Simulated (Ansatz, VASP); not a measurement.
**MgS in VASP and in Ansatz**

The input INCAR:

```
ALGO = Normal
EDIFF = 1E-6
ENCUT = 600
GGA = CA
GGA_COMPAT = False
ISIF = 2
ISMEAR = 0
LASPH = True
LCHARG = False
LREAL = False
LWAVE = False
NBANDS = 11
NELM = 120
PREC = Accurate
SIGMA = 0.05
```

File KPOINTS:

```
k-points
0
Gamma
  6 6 6
```

The input POSCAR:

```
MgS
1.0
    3.1038350472      0.0000000000      0.0000000000
    0.0000000000      3.1038350472      0.0000000000
    0.0000000000      0.0000000000      3.1038350472
Mg S
1 1
Direct
    0.0000000000      0.0000000000      0.0000000000
    0.5000000000      0.5000000000      0.5000000000
```

Input for Ansatz:

```yaml
crystal:
  lattice:
    - [3.1038350472, 0.0, 0.0]
    - [0.0, 3.1038350472, 0.0]
    - [0.0, 0.0, 3.1038350472]
  atoms:
    - { symbol: Mg, position: [0.0, 0.0, 0.0] }
    - { symbol: S, position: [0.5, 0.5, 0.5] }
basis:
  ecutwfc: 420
kpoints:
  mp_grid: { grid: [6, 6, 6] }
hamiltonian:
  xc: lda
scf:
  occupations: { method: gaussian, width: 0.05 }
output:
  forces: true
  stress: true
  eigenvalues: true
```

Alike in both runs: task single point; functional LDA; k mesh 6 × 6 × 6; occupations gaussian, width 0.05 eV; no spin polarisation.

|  | VASP | Ansatz |
| --- | --- | --- |
| version | VASP 6.6.1 | Ansatz 0.2.0 |
| potentials or method | VASP PAW LDA potentials, release 64 (Mg, S), cutoff 600 eV | scalar-relativistic, plane waves, PAW |
| valence electrons in the cell | 8 | 16 |

```tsv
	VASP	Ansatz	Ansatz less VASP
gap on the k mesh at the Fermi level (eV)	none	none	-
pressure (GPa)	9.1	9.7	+0.62
```

LDA's correlation is that of Perdew and Zunger in VASP and of Perdew and Wang (1992) in Ansatz. A gap of «none» marks a metal or a gap that the smearing closes. VASP's potentials hold 8 valence electrons a cell and Ansatz's 16, so a difference there can come from the potentials and not from the codes.
